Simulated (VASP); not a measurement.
# PbF2 (Fluorocronite) (Fm-3m) in VASP: notebook

The runs below take PbF2 (Fluorocronite) through vibrations by perturbation theory, with PBEsol.

Everything below comes from runs of VASP 6.6.1. Logs are shortened: lines on timing, memory, paths and dates and some standing lists are left out, and cuts for length are marked.

### Step 1. The cell of the first run

It takes space group Fm-3m (No. 225, cubic). The conventional cell has a = 5.629 Å, b = 5.629 Å, c = 5.629 Å, α = 90.00°, β = 90.00°, γ = 90.00°. Within 3.2 Å of Pb (site symmetry m-3m) lie 8 F at 2.44 Å. Within 3.2 Å of F (site symmetry -43m) lie 4 Pb at 2.44 Å and 6 F at 2.81 Å.

### Step 2. Vibrations by perturbation theory, PBEsol

Contents of INCAR:

```
SYSTEM = PbF2
ALGO = Normal
EDIFF = 1E-8
ENCUT = 520
GGA = PS
IBRION = 8
ISIF = 2
ISMEAR = 0
LASPH = .TRUE.
LCHARG = .FALSE.
LREAL = .FALSE.
LWAVE = .FALSE.
NELM = 60
NSW = 1
PREC = Accurate
SIGMA = 0.01
```

Contents of KPOINTS:

```
k-points
0
G
  8 8 8
  0 0 0
```

Contents of POSCAR:

```
PbF2
1.0
    2.8145626881      2.8145626881      0.0000000000
   -2.8145626881      2.8145626881      0.0000000000
    0.0000000000      2.8145626881      2.8145626881
Pb F
1 2
Direct
    0.0000000000      0.0000000000      0.0000000000
    0.2500000000      0.7500000000      0.5000000000
    0.7500000000      0.2500000000      0.5000000000
```

Potentials or basis: VASP PAW PBE potentials, release 64 (Pb_d, F).

Started as:

```console
$ cat potpaw_PBE.64/Pb_d/POTCAR potpaw_PBE.64/F/POTCAR > POTCAR
$ mpirun -np 1 vasp_std > vasp.out
```

OUTCAR:

```text
SYSTEM = PbF2
   EDIFF = 1E-8
   ENCUT = 520
   GGA = PS
   IBRION = 8
   ISIF = 2
   ISMEAR = 0
   LASPH = .TRUE.
   LREAL = .FALSE.
   NELM = 60
   NSW = 1
   PREC = Accurate

 ion  position               nearest neighbor table
   1  0.000  0.000  0.000-   3 2.44   2 2.44   3 2.44   2 2.44   2 2.44   3 2.44   2 2.44   3 2.44

   2  0.250  0.750  0.500-   1 2.44   1 2.44   1 2.44   1 2.44
   3  0.750  0.250  0.500-   1 2.44   1 2.44   1 2.44   1 2.44

  LATTYP: Found a face centered cubic cell.
 ALAT       =     5.6291253762

  Lattice vectors:

 A1 = (   0.0000000000,   2.8145626881,   2.8145626881)
 A2 = (   2.8145626881,   0.0000000000,   2.8145626881)
 A3 = (   2.8145626881,   2.8145626881,   0.0000000000)

Analysis of symmetry for initial positions (statically):
=====================================================================
 Subroutine PRICEL returns:
 Original cell was already a primitive cell.

 Routine SETGRP: Setting up the symmetry group for a
 face centered cubic supercell.

 Subroutine GETGRP returns: Found 48 space group operations
 (whereof 48 operations were pure point group operations)
 out of a pool of 48 trial point group operations.

The static configuration has the point symmetry O_h .

Analysis of symmetry for dynamics (positions and initial velocities):
=====================================================================
 Subroutine PRICEL returns:
 Original cell was already a primitive cell.

 Routine SETGRP: Setting up the symmetry group for a
 face centered cubic supercell.

 Subroutine GETGRP returns: Found 48 space group operations
 (whereof 48 operations were pure point group operations)
 out of a pool of 48 trial point group operations.

The dynamic configuration has the point symmetry O_h .

 Subroutine INISYM returns: Found 48 space group operations
 (whereof 48 operations are pure point group operations),
 and found     1 'primitive' translations

----------------------------------------------------------------------------------------

                                     Primitive cell

  volume of cell :      44.5926

  direct lattice vectors                    reciprocal lattice vectors
     2.814562688  2.814562688  0.000000000     0.177647491  0.177647491 -0.177647491
    -2.814562688  2.814562688  0.000000000    -0.177647491  0.177647491 -0.177647491
     0.000000000  2.814562688  2.814562688     0.000000000  0.000000000  0.355294982

  length of vectors
     3.980392726  3.980392726  3.980392726     0.307694480  0.307694480  0.355294982

  position of ions in fractional coordinates (direct lattice)
     0.000000000  0.000000000  0.000000000
     0.250000000  0.750000000  0.500000000
     0.750000000  0.250000000  0.500000000

  ion indices of the primitive-cell ions
   primitive index   ion index
                 1           1
                 2           2
                 3           3

----------------------------------------------------------------------------------------

 KPOINTS: k-points

Automatic generation of k-mesh.
 Grid dimensions read from file:
 generate k-points for:    8    8    8

 Generating k-lattice:

[... 87 lines left out ...]
   LHFCALC =     F    Hartree Fock is set to
   AEXX    =    0.0000 exact exchange contribution
   IVDW    =     0    specifies the selected vdW correction
   LEPSILON=     F    determine dielectric tensor
   LRPA    =     F    only Hartree local field effects (RPA)
 non-spin polarized calculation
 Gauss-broadening in eV      SIGMA  =   0.01
  energy-cutoff  :      520.00
  volume of cell :       44.59
 maximum number of plane-waves:      1243
 NGX is ok and might be reduce to    30
   NGX = 15   NGY = 15   NGZ = 15

--------------------------------------- Ionic step        1  -------------------------------------------

 number of electron      28.0000031 magnetization

 Free energy of the ion-electron system (eV)
  ---------------------------------------------------
  ext. energy  EPLUGINS =         0.00000000
  ---------------------------------------------------
  free energy    TOTEN  =       -14.65603659 eV

  energy without entropy =      -14.65603659  energy(sigma->0) =      -14.65603659

 E-fermi :   3.9950     XC(G=0): -10.4841

 val. band max:        3.8752918859   @ k =   0.5000   0.5000   0.2500
 cond. band min:       8.0824207022   @ k =   0.5000   0.5000   0.0000
 fundamental gap:      4.2071288163
 Fermi energy:         3.9950141136

 k-point     1 :       0.0000    0.0000    0.0000
  band No.  band energies     occupation
      1     -18.5770      2.00000
      2     -17.5952      2.00000
      3     -10.8602      2.00000
      4     -10.8602      2.00000
      5     -10.8602      2.00000
      6     -10.6935      2.00000
[... 481 lines left out ...]
      5     -10.6664      2.00000
      6     -10.6281      2.00000
[... 10 lines left out ...]
     17      11.9482      0.00000
     18      14.5600      0.00000

 [... further k-points ...]
[... 5 lines left out ...]
  --------------------------------------------------------------------------------------
  -------------------------------------------------------------------------------------
  Total        4.1157961      4.1157961      4.1157961      0.0000000      0.0000000     -0.0000000
  in kB      147.8773515    147.8773515    147.8773515      0.0000000      0.0000000     -0.0000000
  external PRESSURE =     147.8773515 kB  Pullay stress =       0.0000000 kB

 VOLUME and BASIS-vectors are now :
 -----------------------------------------------------------------------------
  energy-cutoff  :      520.00
  volume of cell :       44.59
      direct lattice vectors                 reciprocal lattice vectors
     2.814562688  2.814562688  0.000000000     0.177647491  0.177647491 -0.177647491
    -2.814562688  2.814562688  0.000000000    -0.177647491  0.177647491 -0.177647491
     0.000000000  2.814562688  2.814562688     0.000000000  0.000000000  0.355294982

 POSITION                                       TOTAL-FORCE (eV/Angst)
 -----------------------------------------------------------------------------------
      0.00000      0.00000      0.00000         0.000000     -0.000000      0.000000
     -1.40728      4.22184      1.40728         0.000000      0.000000      0.000000
      1.40728      4.22184      1.40728        -0.000000      0.000000      0.000000
 -----------------------------------------------------------------------------------
    total drift:                               -0.000000      0.000000     -0.000000

  FREE ENERGIE OF THE ION-ELECTRON SYSTEM (eV)
  ---------------------------------------------------
  free  energy   TOTEN  =       -14.6560365950 eV

  energy  without entropy=      -14.6560365950  energy(sigma->0) =      -14.65603659

[... ionic steps 2 to 3 ...]

--------------------------------------- Ionic step        4  -------------------------------------------

------------------------ aborting loop because EDIFF is reached ----------------------------------------

[... ionic steps 5 to 6 ...]

--------------------------------------- Ionic step        7  -------------------------------------------

 Free energy of the ion-electron system (eV)
  ---------------------------------------------------
  ---------------------------------------------------
  free energy    TOTEN  =        -0.53479849 eV

  energy without entropy =       -0.53479849

------------------------ aborting loop because EDIFF is reached ----------------------------------------

 INTERNAL STRAIN TENSOR  FOR ION    2  DIRECTION 1   (eV/Angst):
 -----------------------------------------------------------------------------
    -0.01619  0.00000  0.00000
     0.00000  0.00968 -7.04057
     0.00000 -7.04057  0.00968

 INTERNAL STRAIN TENSOR FOR ION    3 for displacements in x,y,z  (eV/Angst):
          X           Y           Z          XY          YZ          ZX
  --------------------------------------------------------------------------------
  x    -0.00000    -0.00000    -0.00000     0.00000     7.04057    -0.00000
  y    -0.00000    -0.00000    -0.00000    -0.00000     0.00000     7.04057
  z    -0.00000    -0.00000    -0.00000     7.04057     0.00000     0.00000

 SECOND DERIVATIVES (NOT SYMMETRIZED)
 ------------------------------------
               1X          1Y          1Z          2X          2Y          2Z          3X          3Y          3Z
  1X    -4.329883    0.000000    0.000000    2.164941   -0.000000    0.000000    2.164941   -0.000000    0.000000
  1Y     0.000000   -4.329883    0.000000    0.000000    2.164941   -0.000000    0.000000    2.164941   -0.000000
  1Z     0.000000    0.000000   -4.329883   -0.000000   -0.000000    2.164941    0.000000   -0.000000    2.164941
  2X     2.198213    0.000000   -0.000000   -4.626133    0.000000    0.000000    2.427921    0.000000    0.000000
  2Y    -0.000000    2.198213    0.000000    0.000000   -4.626133    0.000000    0.000000    2.427921    0.000000
  2Z     0.000000    0.000000    2.198213    0.000000    0.000000   -4.626133    0.000000    0.000000    2.427921
  3X     2.198213    0.000000   -0.000000    2.427921    0.000000    0.000000   -4.626133    0.000000    0.000000
  3Y    -0.000000    2.198213    0.000000    0.000000    2.427921    0.000000    0.000000   -4.626133    0.000000
  3Z     0.000000    0.000000    2.198213    0.000000    0.000000    2.427921    0.000000    0.000000   -4.626133

 Eigenvectors and eigenvalues of the dynamical matrix
 ----------------------------------------------------

   1 f  =    9.526123 THz    59.854395 2PiTHz  317.757253 cm-1    39.396861 meV
             X         Y         Z           dx          dy          dz
      0.000000  0.000000  0.000000     0.000000    0.000000   -0.000000
     -1.407281  4.221844  1.407281     0.096515    0.700489    0.000000
      1.407281  4.221844  1.407281    -0.096515   -0.700489    0.000000
[... 43 lines left out ...]
   9 f/i=    0.015861 THz     0.099656 2PiTHz    0.529058 cm-1     0.065595 meV
             X         Y         Z           dx          dy          dz
      0.000000  0.000000  0.000000    -0.025887   -0.019159    0.919773
     -1.407281  4.221844  1.407281    -0.007779   -0.005757    0.276399
      1.407281  4.221844  1.407281    -0.007779   -0.005757    0.276399

--------------------------------------------------------------------------------------------------------

 ELASTIC MODULI CONTR FROM IONIC RELAXATION (kBar)
 Direction    XX          YY          ZZ          XY          YZ          ZX
 --------------------------------------------------------------------------------
 XX          -0.0000     -0.0000     -0.0000      0.0000      0.0000      0.0000
 YY          -0.0000     -0.0000     -0.0000      0.0000      0.0000      0.0000
 ZZ          -0.0000     -0.0000     -0.0000      0.0000      0.0000      0.0000
 XY           0.0000      0.0000      0.0000   -504.9578     -0.0000     -0.0000
 YZ           0.0000      0.0000      0.0000     -0.0000   -504.9578      0.0000
 ZX           0.0000      0.0000      0.0000     -0.0000      0.0000   -504.9578
 --------------------------------------------------------------------------------
```

Wall time 1.7 min (1 thread of Intel Xeon 6975P-C (Granite Rapids), shared host); peak memory 0.3 GiB.

Results:

| Quantity | Value |
| --- | --- |
| Highest phonon frequency at Γ, LO-TO splitting left out | 318 cm⁻¹ |

Phonon frequencies in cm⁻¹ (negative: imaginary):
```csv
q point,frequencies
"(0.000, 0.000, 0.000)",-1 -1 -1 193 193 193 318 318 318
```

Caveat: the cell wasn't relaxed at this level first, which shifts response properties; the PAW data sets were made with another functional, which shifts forces and pressure a little; spin-orbit coupling is left out, which moves the levels of the heavy elements.

(Part 1 of 2 ends here.)
